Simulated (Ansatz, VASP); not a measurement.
**One calculation of KHfAs, two programs**

INCAR

```
SYSTEM = KHfAs
ALGO     = Fast           ! electronic algorithm
EDIFF    = 1E-7           ! SCF threshold, eV
EDIFFG   = -0.04          ! ionic threshold
ENCUT    = 600            ! plane-wave cutoff, eV
GGA      = PE             ! functional
IBRION   = 2              ! ionic algorithm
ISIF     = 3              ! what is computed and relaxed
ISMEAR   = 0              ! smearing method
LASPH    = .True.         ! aspherical terms in the spheres
LCHARG   = .False.        ! write CHGCAR
LREAL    = .False.        ! projectors in reciprocal space
LWAVE    = .False.        ! write WAVECAR
NELM     = 80             ! most SCF steps
NSW      = 90             ! ionic steps
PREC     = Accurate       ! precision mode
SIGMA    = 0.1            ! smearing width, eV
```

KPOINTS

```
k-points
0
Gamma
  4 4 4
  0 0 0
```

File POSCAR:

```
KHfAs
1.0
    4.4652787500      0.0000000000      0.0000000000
    0.0000000000      4.4652787500      0.0000000000
    0.0000000000      0.0000000000      3.9537794500
K Hf As
1 1 1
Direct
    0.5000000000      0.5000000000      0.5000000000
    0.0000000000      0.0000000000      0.0000000000
    0.0000000000      0.0000000000      0.5000000000
```

Input for Ansatz:

```yaml
crystal:
  lattice:
    - [4.46527875, 0.0, 0.0]
    - [0.0, 4.46527875, 0.0]
    - [0.0, 0.0, 3.95377945]
  atoms:
    - { symbol: K, position: [0.5, 0.5, 0.5] }
    - { symbol: Hf, position: [0.0, 0.0, 0.0] }
    - { symbol: As, position: [0.0, 0.0, 0.5] }
basis:
  ecutwfc: 420
kpoints:
  mp_grid: { grid: [4, 4, 4] }
hamiltonian:
  xc: pbe
scf:
  occupations: { method: gaussian, width: 0.1 }
  lower_state_search: "off"
output:
  forces: true
  stress: true
  eigenvalues: true
relax:
  adjacent_minimum: "off"
  f_tol: 0.04
  max_steps: 70
  cell: { stress_tol: 0.4 }
```

Alike in both runs: task relaxation of cell and atoms; functional PBE; k mesh 4 × 4 × 4; occupations gaussian, width 0.1 eV; no spin polarisation.

|  | VASP | Ansatz |
| --- | --- | --- |
| version | VASP 6.6.1 | Ansatz 0.2.0 |
| potentials or method | VASP PAW PBE potentials, release 64 (K_sv, Hf_pv, As), cutoff 600 eV | scalar-relativistic, plane waves, PAW |
| valence electrons in the cell | 24 | 50 |

VASP gave:

* gap on the k mesh at the Fermi level, each at its own relaxed structure (eV): none
* relaxed volume (Å³/atom): 36.92
* relaxed length of the cell vector where the two differ most in proportion (Å): 4.665

Q: Which values does Ansatz return?

A: gap on the k mesh at the Fermi level, each at its own relaxed structure (eV): none; relaxed volume (Å³/atom): 36.84; relaxed length of the cell vector where the two differ most in proportion (Å): 4.658.

A gap of «none» marks a metal or a gap that the smearing closes. VASP's potentials hold 24 valence electrons a cell and Ansatz's 50, so a difference there can come from the potentials and not from the codes.

The k mesh is coarse, so the values compare programs but aren't converged. Spin-orbit coupling is off throughout. Noted on VASP's run: the volume moved by over 15 % at a fixed basis, so the end points are rough.
